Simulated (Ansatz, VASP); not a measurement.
**One calculation of Al4P, two programs**

```xyz
5
Lattice="4.5099 0.0000 0.0000 -2.2550 3.9057 0.0000 0.0000 0.0000 7.6138" Properties=species:S:1:pos:R:3 pbc="T T T"
Al    0.0000    0.0000    6.2280
Al    0.0000    0.0000    1.3858
Al    0.0000    2.6038    3.8069
Al    2.2550    1.3019    3.8069
P     0.0000    0.0000    3.8069
```

Alike in both runs: functional PBE; k mesh 6 × 6 × 4; occupations gaussian, width 0.1 eV; no spin polarisation.

Ansatz relaxed the structure, and its values are those at the end. VASP's run is a single point on that final structure, the one shown.

|  | VASP | Ansatz |
| --- | --- | --- |
| version | VASP 6.6.1 | Ansatz 0.2.0 |
| potentials or method | VASP PAW PBE potentials, release 64 (Al, P), cutoff 520 eV | scalar-relativistic, plane waves, PAW |
| valence electrons in the cell | 17 | 17 |

```csv
,VASP,Ansatz,Ansatz less VASP
gap on the k mesh at the Fermi level (eV),none,none,-
pressure (GPa),-0.1,-0.1,+0.03
rms of the force components (eV/Å),0.011,0.012,+0.0010
```

A gap of «none» marks a metal or a gap that the smearing closes.
